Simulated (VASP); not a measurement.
# K2S (Fm-3m) in VASP: a series of runs

K2S is run at these levels: r2SCAN; tasks: single point.

All numbers are computed with VASP 6.6.1; they aren't measurements. Logs are shortened: lines on timing, memory, paths and dates and some standing lists are left out, and cuts for length are marked.

**1. The cell of the first run**

It takes space group Fm-3m (No. 225, cubic). Conventional cell: a = 7.059 Å, b = 7.059 Å, c = 7.059 Å, α = 90.00°, β = 90.00°, γ = 90.00°. Within 4.0 Å of K (site symmetry -43m) lie 4 S at 3.06 Å and 6 K at 3.53 Å. Within 4.0 Å of S (site symmetry m-3m) lie 8 K at 3.06 Å.

**2. Single point, r2SCAN**

Input file POSCAR:

```
K2S
1.0
    3.5297251302      3.5297251302      0.0000000000
   -3.5297251302      3.5297251302      0.0000000000
    0.0000000000      3.5297251302      3.5297251302
K S
2 1
Direct
    0.2500000000      0.7500000000      0.5000000000
    0.7500000000      0.2500000000      0.5000000000
    0.0000000000      0.0000000000      0.0000000000
```

Input file INCAR.step1:

```
SYSTEM = K2S
PREC     = Accurate       ! precision mode
ENCUT    = 550            ! plane-wave cutoff, eV
ISMEAR   = 0              ! smearing method
SIGMA    = 0.01           ! smearing width, eV
LREAL    = .FALSE.        ! projectors in reciprocal space
LASPH    = .TRUE.         ! aspherical terms in the spheres
NELM     = 120            ! most SCF steps
NBANDS   = 19             ! bands
GGA      = PE             ! functional
ALGO     = Normal         ! electronic algorithm
EDIFF    = 1E-5           ! SCF threshold, eV
LWAVE    = .TRUE.         ! write WAVECAR
LCHARG   = .FALSE.        ! write CHGCAR
GGA_COMPAT= .FALSE.
```

Input file INCAR.step2:

```
SYSTEM = K2S
PREC     = Accurate       ! precision mode
ENCUT    = 550            ! plane-wave cutoff, eV
EDIFF    = 1E-6           ! SCF threshold, eV
ISMEAR   = 0              ! smearing method
SIGMA    = 0.01           ! smearing width, eV
LREAL    = .FALSE.        ! projectors in reciprocal space
LASPH    = .TRUE.         ! aspherical terms in the spheres
NELM     = 120            ! most SCF steps
ALGO     = Normal         ! electronic algorithm
ISIF     = 2              ! what is computed and relaxed
LWAVE    = .FALSE.        ! write WAVECAR
LCHARG   = .FALSE.        ! write CHGCAR
METAGGA  = R2SCAN         ! meta-GGA
LMIXTAU  = .TRUE.       
NBANDS   = 19             ! bands
ISTART   = 1            
GGA_COMPAT= .FALSE.
```

Input file KPOINTS:

```
Automatic mesh
0
G
  6 6 6
  0 0 0
```

Potentials or basis: VASP PAW PBE potentials, release 64 (K_sv, S).

Started as:

```
$ cat potpaw_PBE.64/K_sv/POTCAR potpaw_PBE.64/S/POTCAR > POTCAR
$ cp INCAR.step1 INCAR
$ mpirun -np 1 vasp_std > vasp.out
$ cp INCAR.step2 INCAR
$ mpirun -np 1 vasp_std > vasp.out
```

OUTCAR:

```text
SYSTEM = K2S
   PREC = Accurate
   ENCUT = 550
   EDIFF = 1E-6
   ISMEAR = 0
   LREAL = .FALSE.
   LASPH = .TRUE.
   NELM = 120
   ISIF = 2
   METAGGA = R2SCAN
   ISTART = 1

 ion  position               nearest neighbor table
   1  0.250  0.750  0.500-   3 3.06   3 3.06   3 3.06   3 3.06   2 3.53   2 3.53   2 3.53   2 3.53
                             2 3.53   2 3.53
   2  0.750  0.250  0.500-   3 3.06   3 3.06   3 3.06   3 3.06   1 3.53   1 3.53   1 3.53   1 3.53
                             1 3.53   1 3.53
   3  0.000  0.000  0.000-   1 3.06   2 3.06   1 3.06   2 3.06   2 3.06   1 3.06   2 3.06   1 3.06

  LATTYP: Found a face centered cubic cell.
 ALAT       =     7.0594502604

  Lattice vectors:

 A1 = (   0.0000000000,   3.5297251302,   3.5297251302)
 A2 = (   3.5297251302,   0.0000000000,   3.5297251302)
 A3 = (   3.5297251302,   3.5297251302,   0.0000000000)

Analysis of symmetry for initial positions (statically):
=====================================================================
 Subroutine PRICEL returns:
 Original cell was already a primitive cell.

 Routine SETGRP: Setting up the symmetry group for a
 face centered cubic supercell.

 Subroutine GETGRP returns: Found 48 space group operations
 (whereof 48 operations were pure point group operations)
 out of a pool of 48 trial point group operations.

The static configuration has the point symmetry O_h .

Analysis of symmetry for dynamics (positions and initial velocities):
=====================================================================
 Subroutine PRICEL returns:
 Original cell was already a primitive cell.

 Routine SETGRP: Setting up the symmetry group for a
 face centered cubic supercell.

 Subroutine GETGRP returns: Found 48 space group operations
 (whereof 48 operations were pure point group operations)
 out of a pool of 48 trial point group operations.

The dynamic configuration has the point symmetry O_h .

 Subroutine INISYM returns: Found 48 space group operations
 (whereof 48 operations are pure point group operations),
 and found     1 'primitive' translations

----------------------------------------------------------------------------------------

                                     Primitive cell

  volume of cell :      87.9534

  direct lattice vectors                    reciprocal lattice vectors
     3.529725130  3.529725130  0.000000000     0.141654090  0.141654090 -0.141654090
    -3.529725130  3.529725130  0.000000000    -0.141654090  0.141654090 -0.141654090
     0.000000000  3.529725130  3.529725130     0.000000000  0.000000000  0.283308179

  length of vectors
     4.991785151  4.991785151  4.991785151     0.245352080  0.245352080  0.283308179

  position of ions in fractional coordinates (direct lattice)
     0.250000000  0.750000000  0.500000000
     0.750000000  0.250000000  0.500000000
     0.000000000  0.000000000  0.000000000

  ion indices of the primitive-cell ions
   primitive index   ion index
                 1           1
                 2           2
                 3           3

----------------------------------------------------------------------------------------

 KPOINTS: Automatic mesh

Automatic generation of k-mesh.
 Grid dimensions read from file:
 generate k-points for:    6    6    6

 Generating k-lattice:

  Cartesian coordinates                     Fractional coordinates (reciprocal lattice)
     0.023609015  0.023609015 -0.023609015     0.166666667  0.000000000  0.000000000
    -0.023609015  0.023609015 -0.023609015     0.000000000  0.166666667  0.000000000
     0.000000000  0.000000000  0.047218030     0.000000000  0.000000000  0.166666667

  Length of vectors
     0.040892013  0.040892013  0.047218030

  Shift w.r.t. Gamma in fractional coordinates (k-lattice)
     0.000000000  0.000000000  0.000000000

 Subroutine IBZKPT returns following result:
 ===========================================

 Found     16 irreducible k-points:

 Following reciprocal coordinates:
            Coordinates               Weight
  0.000000  0.000000  0.000000      1.000000
  0.166667  0.000000  0.000000      8.000000
  0.333333  0.000000  0.000000      8.000000
  0.500000  0.000000  0.000000      4.000000
  0.166667  0.166667  0.000000     12.000000
  0.333333  0.166667  0.000000     24.000000
[... 8 lines left out ...]
  0.500000  0.333333  0.166667     24.000000
  0.500000  0.500000  0.166667     12.000000
   k-points           NKPTS =     16   k-points in BZ     NKDIM =     16   number of bands    NBANDS=     19
   number of dos      NEDOS =    301   number of ions     NIONS =      3
   total plane-waves  NPLWV =  64000
   dimension x,y,z NGX =    40 NGY =   40 NGZ =   40
   dimension x,y,z NGXF=    80 NGYF=   80 NGZF=   80
   ions per type =               2   1
   NGX,Y,Z   is equivalent  to a cutoff of  13.32, 13.32, 13.32 a.u.
   NGXF,Y,Z  is equivalent  to a cutoff of  26.64, 26.64, 26.64 a.u.
 SYSTEM =  K2S
   PREC   = accura    normal or accurate (medium, high low for compatibility)
   ISTART =      1    job   : 0-new  1-cont  2-samecut
   ICHARG =      0    charge: 1-file 2-atom 10-const
   ISPIN  =      1    spin polarized calculation?
   LNONCOLLINEAR =      F non collinear calculations
   LSORBIT =      F    spin-orbit coupling
   LASPH  =      T    aspherical Exc in radial PAW
   ENCUT  =  550.0 eV  40.42 Ry    6.36 a.u.   9.55  9.55  9.55*2*pi/ulx,y,z
   NELM   =    120;   NELMIN=  2; NELMDL=  0     # of ELM steps
   EDIFF  = 0.1E-05   stopping-criterion for ELM
   LREAL  =      F    real-space projection
   EDIFFG = 0.1E-04   stopping-criterion for IOM
   NSW    =      0    number of steps for IOM
   IBRION =     -1    ionic relax: 0-MD 1-quasi-New 2-CG
   NFREE  =      0    steps in history (QN), initial steepest desc. (CG)
   ISIF   =      2    stress and relaxation
   ISYM   =      2    0-nonsym 1-usesym 2-fastsym
   POTIM  = 0.5000    time-step for ionic-motion
   TEBEG  =    0.0;   TEEND  =   0.0 temperature during run
   PSTRESS=    0.0 pullay stress
   NELECT =      24.0000    total number of electrons
   NUPDOWN=      -1.0000    fix difference up-down
   EMIN   =  10.00;   EMAX   =-10.00  energy-range for DOS
   EFERMI =   0.00;   METHOD = LEGACY
   ISMEAR =     0;   SIGMA  =   0.01  broadening in eV -4-tet -1-fermi 0-gaus
   EFERMI_NEDOS =   21; number of points for ismear=-14 and -15
   IALGO  =     38    algorithm
   IMIX   =      4    mixing-type and parameters
     AMIX     =   0.40;   BMIX     =  1.00
     AMIX_MAG =   1.60;   BMIX_MAG =  1.00
  volume/ion in A,a.u.               =      29.32       197.85
  Fermi-wavevector in a.u.,A,eV,Ry     =   1.061845  2.006596 15.340763  1.127514
  Thomas-Fermi vector in A             =   2.197275
   LORBIT       =      0    0 simple, 1 ext, 2 COOP (PROOUT), +10 PAW based schemes
   METAGGA = R2SCAN    functional components
   LHFCALC =     F    Hartree Fock is set to
   AEXX    =    0.0000 exact exchange contribution
   IVDW    =     0    specifies the selected vdW correction
   LEPSILON=     F    determine dielectric tensor
   LRPA    =     F    only Hartree local field effects (RPA)
 non-spin polarized calculation
 Gauss-broadening in eV      SIGMA  =   0.01
  energy-cutoff  :      550.00
  volume of cell :       87.95
 maximum number of plane-waves:      2637
 NGX is ok and might be reduce to    40
   NGX = 19   NGY = 19   NGZ = 19

 number of electron      23.9999998 magnetization

 Free energy of the ion-electron system (eV)
  ---------------------------------------------------
  ext. energy  EPLUGINS =         0.00000000
  ---------------------------------------------------
  free energy    TOTEN  =       -23.65832682 eV

  energy without entropy =      -23.65832682  energy(sigma->0) =      -23.65832682

 E-fermi :   0.0416     XC(G=0):  -8.3023

 val. band max:       -0.0664003262   @ k =   0.5000   0.5000   0.0000
 cond. band min:       3.0570516763   @ k =   0.0000   0.0000   0.0000
 fundamental gap:      3.1234520025
 Fermi energy:         0.0416455567

 k-point     1 :       0.0000    0.0000    0.0000
  band No.  band energies     occupation
      1     -30.2937      2.00000
      2     -30.1528      2.00000
      3     -13.1638      2.00000
      4     -13.1638      2.00000
      5     -13.1638      2.00000
      6     -12.8220      2.00000
[... 11 lines left out ...]
     18       8.4335      0.00000
     19       9.7486      0.00000

 k-point     2 :       0.1667    0.0000    0.0000
  band No.  band energies     occupation
      1     -30.2837      2.00000
      2     -30.1617      2.00000
      3     -13.1606      2.00000
      4     -13.1448      2.00000
      5     -13.1448      2.00000
      6     -12.9054      2.00000
[... 11 lines left out ...]
     18       8.5473      0.00000
     19       9.2816      0.00000

 k-point     3 :       0.3333    0.0000    0.0000
  band No.  band energies     occupation
      1     -30.2568      2.00000
      2     -30.1865      2.00000
      3     -13.1864      2.00000
      4     -13.0903      2.00000
      5     -13.0903      2.00000
      6     -13.0205      2.00000
[... 11 lines left out ...]
     18       8.5193      0.00000
     19       8.5998      0.00000

 k-point     4 :       0.5000    0.0000    0.0000
  band No.  band energies     occupation
      1     -30.2212      2.00000
      2     -30.2210      2.00000
      3     -13.2276      2.00000
      4     -13.0422      2.00000
      5     -13.0185      2.00000
      6     -13.0185      2.00000
[... 11 lines left out ...]
     18       8.4087      0.00000
     19       8.7055      0.00000

 k-point     5 :       0.1667    0.1667    0.0000
  band No.  band energies     occupation
      1     -30.2689      2.00000
      2     -30.1751      2.00000
      3     -13.2388      2.00000
      4     -13.0908      2.00000
      5     -13.0665      2.00000
      6     -13.0382      2.00000
[... 11 lines left out ...]
     18       8.4438      0.00000
     19       8.7677      0.00000
[... 158 lines left out ...]
      2     -30.1967      2.00000
      3     -13.5436      2.00000
      4     -13.2673      2.00000
      5     -13.2673      2.00000
      6     -12.7636      2.00000
[... 11 lines left out ...]
     18       8.5259      0.00000
     19       8.9345      0.00000

 k-point    14 :       0.3333    0.3333    0.1667
  band No.  band energies     occupation
      1     -30.2441      2.00000
      2     -30.1973      2.00000
      3     -13.3906      2.00000
      4     -13.2439      2.00000
      5     -13.1246      2.00000
      6     -12.9194      2.00000
[... 11 lines left out ...]
     18       8.5788      0.00000
     19       8.9026      0.00000

 k-point    15 :       0.5000    0.3333    0.1667
  band No.  band energies     occupation
      1     -30.2204      2.00000
      2     -30.2203      2.00000
      3     -13.4552      2.00000
      4     -13.2702      2.00000
      5     -13.0281      2.00000
      6     -13.0235      2.00000
[... 11 lines left out ...]
     18       8.2772      0.00000
     19       9.2883      0.00000

 k-point    16 :       0.5000    0.5000    0.1667
  band No.  band energies     occupation
      1     -30.2317      2.00000
      2     -30.2084      2.00000
      3     -13.5166      2.00000
      4     -13.2981      2.00000
      5     -13.1465      2.00000
      6     -12.8949      2.00000
[... 11 lines left out ...]
     18       8.4760      0.00000
     19       9.2370      0.00000

------------------------ aborting loop because EDIFF is reached ----------------------------------------

  FORCE on cell =-STRESS in cart. coord.  units (eV):
  Direction    XX          YY          ZZ          XY          YZ          ZX
  --------------------------------------------------------------------------------------
  -------------------------------------------------------------------------------------
  Total        2.2294648      2.2294648      2.2294648      0.0000000      0.0000000     -0.0000000
  in kB       40.6123893     40.6123893     40.6123893      0.0000000      0.0000000     -0.0000000
  external PRESSURE =      40.6123893 kB  Pullay stress =       0.0000000 kB

 VOLUME and BASIS-vectors are now :
 -----------------------------------------------------------------------------
  energy-cutoff  :      550.00
  volume of cell :       87.95
      direct lattice vectors                 reciprocal lattice vectors
     3.529725130  3.529725130  0.000000000     0.141654090  0.141654090 -0.141654090
    -3.529725130  3.529725130  0.000000000    -0.141654090  0.141654090 -0.141654090
     0.000000000  3.529725130  3.529725130     0.000000000  0.000000000  0.283308179

 POSITION                                       TOTAL-FORCE (eV/Angst)
 -----------------------------------------------------------------------------------
     -1.76486      5.29459      1.76486         0.000000     -0.000000      0.000000
      1.76486      5.29459      1.76486        -0.000000      0.000000     -0.000000
      0.00000      0.00000      0.00000        -0.000000     -0.000000      0.000000
 -----------------------------------------------------------------------------------
    total drift:                                0.000000      0.000000      0.000000

  FREE ENERGIE OF THE ION-ELECTRON SYSTEM (eV)
  ---------------------------------------------------
  free  energy   TOTEN  =       -23.6583268216 eV

  energy  without entropy=      -23.6583268216  energy(sigma->0) =      -23.65832682
```

Wall time 95 s (1 thread of AMD EPYC 9R45 (Zen 5), shared host); peak memory 0.23 GiB.

Results:

| Quantity | Value |
| --- | --- |
| Free energy | -23.6583 eV |
| Pressure | 4.1 GPa |
| Band gap on the k mesh | 3.12 eV (least direct gap 3.48 eV) |

Levels at points of the mesh, in eV from the valence-band top:
```tsv
k point	band 9	band 10	band 11	band 12	band 13	band 14	band 15	band 16
(0.00, 0.00, 0.00)	-10.20	-0.36	-0.36	-0.36	3.12	5.92	5.92	8.50
(0.50, 0.00, 0.00)	-9.83	-0.68	-0.14	-0.14	5.19	6.32	6.44	6.44
(0.50, 0.50, 0.00)	-9.76	-0.88	0.00	0.00	3.72	6.14	7.34	7.94
```

Caveat: the cell stands under pressure; the PAW data sets were made with another functional, which shifts forces and pressure a little.

**3. Single point, r2SCAN**

This run uses another cell than the first one, of 31.18 Å³/atom.

Input file POSCAR:

```
K2S
1.0
    3.6028417878      3.6028417878      0.0000000000
   -3.6028417878      3.6028417878      0.0000000000
    0.0000000000      3.6028417878      3.6028417878
K S
2 1
Direct
    0.2500000000      0.7500000000      0.5000000000
    0.7500000000      0.2500000000      0.5000000000
    0.0000000000      0.0000000000      0.0000000000
```

INCAR.step1 is that of step 2.

INCAR.step2 is that of step 2.

Input file KPOINTS:

```
regular mesh
0
G
  6 6 6
  0 0 0
```

Potentials or basis: VASP PAW PBE potentials, release 64 (K_sv, S).

Started as:

```
$ cat potpaw_PBE.64/K_sv/POTCAR potpaw_PBE.64/S/POTCAR > POTCAR
$ cp INCAR.step1 INCAR
$ mpirun -np 1 vasp_std > vasp.out
$ cp INCAR.step2 INCAR
$ mpirun -np 1 vasp_std > vasp.out
```

Wall time 85 s (1 thread of AMD EPYC 9R45 (Zen 5), shared host); peak memory 0.23 GiB.

The run converged. Its results:

```yaml
Free_energy: -23.7640 eV
Pressure: 2.0 GPa
Band_gap_on_the_k_mesh: 2.97 eV (least direct gap 3.25 eV)
```

Levels at points of the mesh, in eV from the valence-band top:
```tsv
k point	band 10	band 11	band 12	band 13	band 14	band 15
(0.00, 0.00, 0.00)	-0.28	-0.28	-0.28	2.97	5.95	5.95
(0.50, 0.00, 0.00)	-0.65	-0.11	-0.11	5.10	6.01	6.37
(0.50, 0.50, 0.00)	-0.80	0.00	0.00	3.73	6.05	7.29
```

Caveat: the PAW data sets were made with another functional, which shifts forces and pressure a little.
